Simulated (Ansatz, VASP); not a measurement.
YbB2 in VASP and in Ansatz

File INCAR:

```
ALGO     = Normal         # electronic algorithm
EDIFF    = 1E-6           # SCF threshold, eV
ENCUT    = 520            # plane-wave cutoff, eV
GGA      = PE             # functional
ISIF     = 2              # what is computed and relaxed
ISMEAR   = 0              # smearing method
LASPH    = True           # aspherical terms in the spheres
LCHARG   = False          # write CHGCAR
LREAL    = False          # projectors in reciprocal space
LWAVE    = False          # write WAVECAR
NBANDS   = 22             # bands
NELM     = 100            # most SCF steps
PREC     = Accurate       # precision mode
SIGMA    = 0.05           # smearing width, eV
```

KPOINTS

```
k-points
0
Gamma
  12 12 10
```

File POSCAR:

```
YbB2
1.0
    3.2294254605      0.0000000000      0.0000000000
   -1.6147127302      2.7967644884      0.0419514673
    0.0000000000      0.0576946474      3.8463098280
Yb B
1 2
Direct
    0.0000000000      0.0000000000      0.0000000000
    0.3333333333      0.6666666667      0.5000000000
    0.6666666667      0.3333333333      0.5000000000
```

Input for Ansatz:

```yaml
crystal:
  lattice:
    - [3.2294254605, 0.0, 0.0]
    - [-1.6147127302, 2.7967644884, 0.0419514673]
    - [0.0, 0.0576946474, 3.846309828]
  atoms:
    - { symbol: Yb, position: [0.0, 0.0, 0.0] }
    - { symbol: B, position: [0.3333333333, 0.6666666667, 0.5] }
    - { symbol: B, position: [0.6666666667, 0.3333333333, 0.5] }
basis:
  ecutwfc: 420
  ecutrho_ratio: 4
kpoints:
  mp_grid: { grid: [12, 12, 10] }
hamiltonian:
  xc: pbe
scf:
  occupations: { method: gaussian, width: 0.05 }
output:
  forces: true
  stress: true
  eigenvalues: true
```

Change from the starting cell: strain e4 = +0.03, atoms carried along.

Alike in both runs: task single point; functional PBE; k mesh 12 × 12 × 10; occupations gaussian, width 0.05 eV; no spin polarisation.

|  | VASP | Ansatz |
| --- | --- | --- |
| version | VASP 6.6.1 | Ansatz 0.2.0 |
| potentials or method | VASP PAW PBE potentials, release 64 (Yb, B), cutoff 520 eV | scalar-relativistic, plane waves, PAW |
| valence electrons in the cell | 30 | 30 |

```tsv
	VASP	Ansatz	Ansatz less VASP
gap on the k mesh at the Fermi level (eV)	none	none	-
pressure (GPa)	0.6	0.1	-0.44
traceless stress, the component that is largest in VASP (GPa)	-4.12	-4.11	+0.018
rms of the force components (eV/Å)	0.003	0.003	0.0000
```

Atom by atom the forces differ by 0.000 eV/Å (rms over components). A gap of «none» marks a metal or a gap that the smearing closes. The functional is the same, so the differences come from potentials, cutoffs and numerics.

Neither program's run includes spin-orbit coupling.
